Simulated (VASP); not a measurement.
# InGa2As3 (P3m1) in VASP: notebook

Runs on InGa2As3. Level: PBE. Tasks: relaxation of cell and atoms, single point.

Everything below comes from runs of VASP 6.6.1. Logs are shortened: lines on timing, memory, paths and dates and some standing lists are left out, and cuts for length are marked.

## 1. The cell of the first run

It takes space group P3m1 (No. 156, trigonal). The conventional cell has a = 3.985 Å, b = 3.985 Å, c = 9.761 Å, α = 90.00°, β = 90.00°, γ = 120.00°. In (site symmetry 3m) has 4 As at 2.44 Å within 3.2 Å. Within 3.2 Å of Ga (site symmetry 3m) lie 4 As at 2.44 Å. Within 3.2 Å of Ga (site symmetry 3m) lie 4 As at 2.44 Å. As (site symmetry 3m) has 4 Ga at 2.44 Å within 3.2 Å. As (site symmetry 3m) has 3 In at 2.44 Å and 1 Ga at 2.44 Å within 3.2 Å. As (site symmetry 3m) has 3 Ga at 2.44 Å and 1 In at 2.44 Å within 3.2 Å.

## 2. Relaxation of cell and atoms, PBE

INCAR reads:

```
SYSTEM = InGa2As3
PREC     = Accurate       ! precision mode
ENCUT    = 600            ! plane-wave cutoff, eV
EDIFF    = 1E-7           ! SCF threshold, eV
ISMEAR   = 0              ! smearing method
SIGMA    = 0.1            ! smearing width, eV
LREAL    = .FALSE.        ! projectors in reciprocal space
LASPH    = .TRUE.         ! aspherical terms in the spheres
NELM     = 60             ! most SCF steps
ALGO     = Normal         ! electronic algorithm
ISIF     = 3              ! what is computed and relaxed
LWAVE    = .FALSE.        ! write WAVECAR
LCHARG   = .FALSE.        ! write CHGCAR
GGA      = PE             ! functional
IBRION   = 2              ! ionic algorithm
NSW      = 90             ! ionic steps
EDIFFG   = -0.04          ! ionic threshold
```

KPOINTS reads:

```
Automatic mesh
0
G
  6 6 2
  0 0 0
```

POSCAR reads:

```
InGa2As3
1.0
    3.9847414200      0.0000000000      0.0000000000
   -1.9923707100      3.4508873000      0.0000000000
    0.0000000000      0.0000000000      9.7605832400
In Ga As
1 2 3
Direct
    0.3333333300      0.6666666700      0.6666666700
    0.0000000000      0.0000000000      0.0000000000
    0.6666666700      0.3333333300      0.3333333300
    0.0000000000      0.0000000000      0.2500000000
    0.6666666700      0.3333333300      0.5833333300
    0.3333333300      0.6666666700      0.9166666700
```

Potentials or basis: VASP PAW PBE potentials, release 64 (In_d, Ga_d, As).

Started as:

```
> cat potpaw_PBE.64/In_d/POTCAR potpaw_PBE.64/Ga_d/POTCAR potpaw_PBE.64/As/POTCAR > POTCAR
> mpirun -np 1 vasp_std > vasp.out
```

OUTCAR:

```text
SYSTEM = InGa2As3
   PREC = Accurate
   ENCUT = 600
   EDIFF = 1E-7
   ISMEAR = 0
   LREAL = .FALSE.
   LASPH = .TRUE.
   NELM = 60
   ISIF = 3
   GGA = PE
   IBRION = 2
   NSW = 90
   EDIFFG = -0.04

 ion  position               nearest neighbor table
   1  0.333  0.667  0.667-   5 2.44   6 2.44   5 2.44   5 2.44
   2  0.000  0.000  0.000-   6 2.44   6 2.44   4 2.44   6 2.44
   3  0.667  0.333  0.333-   4 2.44   4 2.44   5 2.44   4 2.44
   4  0.000  0.000  0.250-   3 2.44   3 2.44   2 2.44   3 2.44
   5  0.667  0.333  0.583-   1 2.44   3 2.44   1 2.44   1 2.44
   6  0.333  0.667  0.917-   2 2.44   2 2.44   1 2.44   2 2.44

  LATTYP: Found a hexagonal cell.
 ALAT       =     3.9847414200
 C/A-ratio  =     2.4494897438

  Lattice vectors:

 A1 = (   3.9847414200,   0.0000000000,   0.0000000000)
 A2 = (  -1.9923707100,   3.4508873000,   0.0000000000)
 A3 = (   0.0000000000,   0.0000000000,   9.7605832400)

Analysis of symmetry for initial positions (statically):
=====================================================================
 Subroutine PRICEL returns:
 Original cell was already a primitive cell.

 Routine SETGRP: Setting up the symmetry group for a
 hexagonal supercell.

 Subroutine GETGRP returns: Found  6 space group operations
 (whereof  6 operations were pure point group operations)
 out of a pool of 24 trial point group operations.

The static configuration has the point symmetry C_3v.

Analysis of symmetry for dynamics (positions and initial velocities):
=====================================================================
 Subroutine PRICEL returns:
 Original cell was already a primitive cell.

 Routine SETGRP: Setting up the symmetry group for a
 hexagonal supercell.

 Subroutine GETGRP returns: Found  6 space group operations
 (whereof  6 operations were pure point group operations)
 out of a pool of 24 trial point group operations.

The dynamic configuration has the point symmetry C_3v.

 Subroutine INISYM returns: Found  6 space group operations
 (whereof  6 operations are pure point group operations),
 and found     1 'primitive' translations

----------------------------------------------------------------------------------------

                                     Primitive cell

  volume of cell :     134.2167

  direct lattice vectors                    reciprocal lattice vectors
     3.984741420  0.000000000  0.000000000     0.250957313  0.144890272  0.000000000
    -1.992370710  3.450887300  0.000000000     0.000000000  0.289780544  0.000000000
     0.000000000  0.000000000  9.760583240     0.000000000  0.000000000  0.102452894

  length of vectors
     3.984741420  3.984741422  9.760583240     0.289780544  0.289780544  0.102452894

  position of ions in fractional coordinates (direct lattice)
     0.333333330  0.666666670  0.666666670
     0.000000000  0.000000000  0.000000000
     0.666666670  0.333333330  0.333333330
     0.000000000  0.000000000  0.250000000
     0.666666670  0.333333330  0.583333330
     0.333333330  0.666666670  0.916666670

  ion indices of the primitive-cell ions
   primitive index   ion index
                 1           1
                 2           2
                 3           3
                 4           4
                 5           5
                 6           6

----------------------------------------------------------------------------------------

 KPOINTS: Automatic mesh

Automatic generation of k-mesh.
 Grid dimensions read from file:
 generate k-points for:    6    6    2

 Generating k-lattice:

  Cartesian coordinates                     Fractional coordinates (reciprocal lattice)
     0.041826219  0.024148379  0.000000000     0.166666667 -0.000000000  0.000000000
     0.000000000  0.048296757  0.000000000     0.000000000  0.166666667  0.000000000
     0.000000000  0.000000000  0.051226447     0.000000000  0.000000000  0.500000000

  Length of vectors
     0.048296757  0.048296757  0.051226447

  Shift w.r.t. Gamma in fractional coordinates (k-lattice)
     0.000000000  0.000000000  0.000000000

 Subroutine IBZKPT returns following result:
 ===========================================

 Found     14 irreducible k-points:

 Following reciprocal coordinates:
            Coordinates               Weight
  0.000000  0.000000  0.000000      1.000000
  0.166667  0.000000  0.000000      6.000000
  0.333333  0.000000  0.000000      6.000000
  0.500000  0.000000  0.000000      3.000000
  0.166667  0.166667  0.000000      6.000000
  0.333333  0.166667  0.000000     12.000000
  0.333333  0.333333  0.000000      2.000000
  0.000000  0.000000  0.500000      1.000000
  0.166667  0.000000  0.500000      6.000000
  0.333333  0.000000  0.500000      6.000000
  0.500000  0.000000  0.500000      3.000000
  0.166667  0.166667  0.500000      6.000000
  0.333333  0.166667  0.500000     12.000000
  0.333333  0.333333  0.500000      2.000000
   k-points           NKPTS =     14   k-points in BZ     NKDIM =     14   number of bands    NBANDS=     32
   number of dos      NEDOS =    301   number of ions     NIONS =      6
   total plane-waves  NPLWV =  81920
   dimension x,y,z NGX =    32 NGY =   32 NGZ =   80
   dimension x,y,z NGXF=    64 NGYF=   64 NGZF=  160
   ions per type =               1   2   3
   NGX,Y,Z   is equivalent  to a cutoff of  13.35, 13.35, 13.63 a.u.
   NGXF,Y,Z  is equivalent  to a cutoff of  26.70, 26.70, 27.25 a.u.
 SYSTEM =  InGa2As3
   PREC   = accura    normal or accurate (medium, high low for compatibility)
   ISTART =      0    job   : 0-new  1-cont  2-samecut
   ICHARG =      2    charge: 1-file 2-atom 10-const
   ISPIN  =      1    spin polarized calculation?
   LNONCOLLINEAR =      F non collinear calculations
   LSORBIT =      F    spin-orbit coupling
   LASPH  =      T    aspherical Exc in radial PAW
   ENCUT  =  600.0 eV  44.10 Ry    6.64 a.u.   7.96  7.96 19.49*2*pi/ulx,y,z
   NELM   =     60;   NELMIN=  2; NELMDL= -5     # of ELM steps
   EDIFF  = 0.1E-06   stopping-criterion for ELM
   LREAL  =      F    real-space projection
   EDIFFG = -.4E-01   stopping-criterion for IOM
   NSW    =     90    number of steps for IOM
   IBRION =      2    ionic relax: 0-MD 1-quasi-New 2-CG
   NFREE  =      1    steps in history (QN), initial steepest desc. (CG)
   ISIF   =      3    stress and relaxation
   ISYM   =      2    0-nonsym 1-usesym 2-fastsym
   POTIM  = 0.5000    time-step for ionic-motion
   TEBEG  =    0.0;   TEEND  =   0.0 temperature during run
   PSTRESS=    0.0 pullay stress
   NELECT =      54.0000    total number of electrons
   NUPDOWN=      -1.0000    fix difference up-down
   EMIN   =  10.00;   EMAX   =-10.00  energy-range for DOS
   EFERMI =   0.00;   METHOD = LEGACY
   ISMEAR =     0;   SIGMA  =   0.10  broadening in eV -4-tet -1-fermi 0-gaus
   EFERMI_NEDOS =   21; number of points for ismear=-14 and -15
   IALGO  =     38    algorithm
   IMIX   =      4    mixing-type and parameters
     AMIX     =   0.40;   BMIX     =  1.00
     AMIX_MAG =   1.60;   BMIX_MAG =  1.00
  volume/ion in A,a.u.               =      22.37       150.96
  Fermi-wavevector in a.u.,A,eV,Ry     =   1.208566  2.283859 19.873115  1.460633
  Thomas-Fermi vector in A             =   2.344170
   LORBIT       =      0    0 simple, 1 ext, 2 COOP (PROOUT), +10 PAW based schemes
   GGA     = PE    functional components
   LHFCALC =     F    Hartree Fock is set to
   AEXX    =    0.0000 exact exchange contribution
   IVDW    =     0    specifies the selected vdW correction
   LEPSILON=     F    determine dielectric tensor
   LRPA    =     F    only Hartree local field effects (RPA)
 conjugate gradient relaxation of ions
 non-spin polarized calculation
 Gauss-broadening in eV      SIGMA  =   0.10
  energy-cutoff  :      600.00
  volume of cell :      134.22
 maximum number of plane-waves:      4548
 NGX is ok and might be reduce to    32
   NGX = 15   NGY = 15   NGZ = 39

--------------------------------------- Ionic step        1  -------------------------------------------

 number of electron      54.0000003 magnetization

 Free energy of the ion-electron system (eV)
  ---------------------------------------------------
  ext. energy  EPLUGINS =         0.00000000
  ---------------------------------------------------
  free energy    TOTEN  =       -23.24629874 eV

  energy without entropy =      -23.24629752  energy(sigma->0) =      -23.24629813

 E-fermi :   5.3112     XC(G=0):  -9.7726

 val. band max:        5.0295688167   @ k =   0.0000   0.0000   0.0000
 cond. band min:       5.5790960849   @ k =   0.0000   0.0000   0.0000
 fundamental gap:      0.5495272682
 Fermi energy:         5.3111659183

 k-point     1 :       0.0000    0.0000    0.0000
  band No.  band energies     occupation
      1     -10.0321      2.00000
      2      -9.9921      2.00000
      3      -9.9450      2.00000
      4      -9.9450      2.00000
      5      -9.9024      2.00000
      6      -9.8901      2.00000
[... 741 lines left out ...]
 POSITION                                       TOTAL-FORCE (eV/Angst)
 -----------------------------------------------------------------------------------
     -0.00000      2.40958      6.84190        -0.000000      0.000000      0.044222
     -0.00000      0.00000      0.06088        -0.000000     -0.000000      0.095075
      2.08676      1.20479      3.34956         0.000000     -0.000000     -0.037469
     -0.00000      0.00000      2.56351         0.000000     -0.000000     -0.060496
      2.08676      1.20479      5.82510        -0.000000     -0.000000      0.066316
     -0.00000      2.40958      9.52368         0.000000     -0.000000     -0.107648
 -----------------------------------------------------------------------------------
    total drift:                                0.000002     -0.000001     -0.000039

  FREE ENERGIE OF THE ION-ELECTRON SYSTEM (eV)
  ---------------------------------------------------
  free  energy   TOTEN  =       -24.0832507320 eV

  energy  without entropy=      -24.0815071170  energy(sigma->0) =      -24.08237892

--------------------------------------- Ionic step        8  -------------------------------------------

 number of electron      54.0000008 magnetization

 Free energy of the ion-electron system (eV)
  ---------------------------------------------------
  ext. energy  EPLUGINS =         0.00000000
  ---------------------------------------------------
  free energy    TOTEN  =       -24.08427545 eV

  energy without entropy =      -24.08256701  energy(sigma->0) =      -24.08342123

 E-fermi :   3.7127     XC(G=0):  -9.1461

 val. band max:        3.7103528406   @ k =   0.0000   0.0000   0.0000
 cond. band min:       4.1676384747   @ k =   0.0000   0.0000   0.5000
 fundamental gap:      0.4572856342
 Fermi energy:         3.7127449137

 k-point     1 :       0.0000    0.0000    0.0000
  band No.  band energies     occupation
      1     -11.1934      2.00000
      2     -11.1571      2.00000
      3     -11.1382      2.00000
      4     -11.1382      2.00000
      5     -11.1223      2.00000
      6     -11.1223      2.00000
[... 501 lines left out ...]
 POSITION                                       TOTAL-FORCE (eV/Angst)
 -----------------------------------------------------------------------------------
     -0.00000      2.41041      6.84120        -0.000000     -0.000000      0.001990
     -2.08748      3.61562      0.06728         0.000000      0.000000     -0.013167
      2.08748      1.20521      3.34467        -0.000000      0.000000      0.003731
     -2.08748      3.61562      2.55845        -0.000000      0.000000      0.001439
      2.08748      1.20521      5.82605        -0.000000     -0.000000      0.016782
     -0.00000      2.41041      9.51246         0.000000      0.000000     -0.010775
 -----------------------------------------------------------------------------------
    total drift:                                0.000002     -0.000001     -0.000759

  FREE ENERGIE OF THE ION-ELECTRON SYSTEM (eV)
  ---------------------------------------------------
  free  energy   TOTEN  =       -24.0842754539 eV

  energy  without entropy=      -24.0825670131  energy(sigma->0) =      -24.08342123

 reached required accuracy - stopping structural energy minimisation
```

Wall time 3.8 min (1 thread of Intel Xeon 6975P-C (Granite Rapids), shared host); peak memory 0.32 GiB.

Results:

```
Free energy                           : -24.0843 eV
Relaxed volume                        : 25.75 Å³/atom
Relaxed cell                          : a = 4.175 Å, b = 4.175 Å, c = 10.236 Å, α = 90.00°, β = 90.00°, γ = 120.00°
Space group after relaxing (to 0.1 Å) : P3m1 (No. 156)
Energy gained by relaxing             : 139.7 meV/atom
Ionic steps                           : 8
Pressure after relaxing               : 0.0 GPa
Largest force after relaxing          : 0.017 eV/Å
Band gap on the k mesh                : zero (filled and empty bands touch)
```

Forces in eV/Å, atoms in the order of the input:
```
In   0.000  0.000  0.002
Ga   0.000  0.000 -0.013
Ga   0.000  0.000  0.004
As   0.000  0.000  0.001
As   0.000  0.000  0.017
As   0.000  0.000 -0.011
```

Stress tensor (GPa, compression positive):
```
-0.04  0.00  0.00
 0.00 -0.04  0.00
 0.00  0.00  0.08
```

Step by step:
| step | energy change (eV) | largest force (eV/Å) | pressure (GPa) | volume (Å³) |
| --- | --- | --- | --- | --- |
| 1 | 0.0000 | 1.7022 | 11.58 | 134.22 |
| 2 | -0.6371 | 0.3332 | -3.70 | 168.14 |
| 3 | -0.7800 | 0.5558 | -0.33 | 156.25 |
| 4 | -0.8064 | 0.3358 | -0.17 | 155.49 |
| 5 | -0.8289 | 0.3430 | 0.31 | 153.80 |
| 6 | -0.8365 | 0.1339 | -0.06 | 154.66 |
| 7 | -0.8370 | 0.1076 | 0.00 | 154.49 |
| 8 | -0.8380 | 0.0168 | 0.00 | 154.52 |

Final structure:
```
CELL_PARAMETERS angstrom
4.17496 0.00000 0.00000
-2.08748 3.61562 0.00000
0.00000 0.00000 10.23641
ATOMIC_POSITIONS crystal
In 0.33333 0.66667 0.66832
Ga 0.00000 0.00000 0.00657
Ga 0.66667 0.33333 0.32674
As 0.00000 0.00000 0.24994
As 0.66667 0.33333 0.56915
As 0.33333 0.66667 0.92928
```

Caveat: the volume moved by over 15 % at a fixed basis, so the end points are rough; semilocal functionals underestimate gaps, so a narrow gap can read as zero; spin-orbit coupling is left out, which moves the levels of the heavy elements.

(Part 1 of 2 ends here.)
